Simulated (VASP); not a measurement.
# WS2: single point with PBE+D3(BJ)

The system is WS2.

```xyz
6
Lattice="3.1542 0.0000 0.0000 -1.5771 2.7316 0.0000 0.0000 0.0000 13.1111" Properties=species:S:1:pos:R:3 pbc="T T T"
W     0.0000    1.8211    3.2778
W     1.5771    0.9105    9.8333
S     0.0000    1.8211    8.1327
S     1.5771    0.9105    1.5771
S     0.0000    1.8211   11.5340
S     1.5771    0.9105    4.9785
```

This cell differs from its parent crystal: strain +0.000 along x and y, +0.080 along z.

```json
{
  "Program": "VASP 6.6.1",
  "Task": "single point",
  "Functional": "PBE",
  "Dispersion": "D3(BJ)",
  "Potentials or basis": "VASP PAW PBE potentials, release 64 (W_sv, S)",
  "Cutoff": "520 eV",
  "k mesh": "12 × 12 × 4",
  "Occupations": "gaussian, width 0.05 eV",
  "Spin": "no spin polarisation"
}
```

| Property | Result |
| --- | --- |
| Pressure | -11.6 GPa |
| Largest force | 2.038 eV/Å |
| Band gap on the k mesh | 1.08 eV, indirect (least direct gap 1.96 eV) |
| Dispersion energy per atom | -0.401 eV |

Forces on the atoms (eV/Å):
```
W    0.000  0.000  0.000
W    0.000  0.000  0.000
S    0.000  0.000  2.038
S    0.000  0.000  2.038
S    0.000  0.000 -2.038
S    0.000  0.000 -2.038
```

Stress tensor (GPa, compression positive):
```
 -6.56   0.00   0.00
  0.00  -6.56   0.00
  0.00   0.00 -21.56
```

Levels at points of the mesh, in eV from the valence-band top:
```
           k point  band 23  band 24  band 25  band 26  band 27  band 28  band 29  band 30
(0.00, 0.00, 0.00)    -1.14    -1.12    -1.12    -0.11     2.52     2.52     2.64     2.64
(0.50, 0.00, 0.00)    -1.19    -1.11    -1.08    -0.91     2.79     2.93     2.95     3.18
(0.00, 0.00, 0.50)    -1.14    -1.14    -0.40    -0.40     2.57     2.57     2.57     2.57
(0.50, 0.00, 0.50)    -1.14    -1.14    -1.00    -1.00     2.94     2.94     2.99     2.99
```

It used 160 s of CPU time on 1 thread of Intel(R) Xeon(R) Platinum 8175M CPU @ 2.50GHz (Skylake/Cascade Lake), with other jobs on the host.

Caveat: the cell differs from its parent crystal (strain +0.000 along x and y, +0.080 along z); spin-orbit coupling is left out, which moves the levels of the heavy elements; forces of over 1 eV/Å act on the atoms, so gaps and moduli don't describe the material at rest. A k mesh can miss the band edges.
